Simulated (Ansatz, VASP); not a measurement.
## One calculation of Zn4HO4, two programs

```
Zn O H
1.0
     5.51481    0.00000    0.00000
     0.00000    5.51481    0.00000
     0.00000    0.00000    3.24301
Zn O H
4 4 1
Direct
  0.18207 0.18207 0.50000
  0.81793 0.81793 0.50000
  0.68207 0.31793 0.00000
  0.31793 0.68207 0.00000
  0.81800 0.18200 0.50000
  0.18200 0.81800 0.50000
  0.68200 0.68200 0.00000
  0.31800 0.31800 0.00000
  0.00004 0.98200 0.30000
```

Alike in both runs: task single point; functional PBEsol; k mesh 4 × 4 × 8; occupations gaussian, width 0.05 eV; no spin polarisation.

|  | VASP | Ansatz |
| --- | --- | --- |
| version | VASP 6.6.1 | Ansatz 0.2.0 |
| potentials or method | VASP PAW PBE potentials, release 64 (Zn, O, H), cutoff 520 eV | scalar-relativistic, plane waves, PAW |
| valence electrons in the cell | 73 | 73 |

|  | VASP | Ansatz | Ansatz less VASP |
| --- | --- | --- | --- |
| gap on the k mesh at the Fermi level (eV) | none | none | - |
| pressure (GPa) | 10.8 | 9.8 | -1.00 |
| traceless stress, the component that is largest in VASP (GPa) | -3.16 | -3.21 | -0.047 |
| rms of the force components (eV/Å) | 0.917 | 0.892 | -0.0255 |

VASP's potentials were made for PBE, not for PBEsol, and Ansatz warns of the same on its side. Atom by atom the forces differ by 0.027 eV/Å (rms over components). A gap of «none» marks a metal or a gap that the smearing closes. With one functional, cell and mesh, what is left measures potentials, basis and numerics.
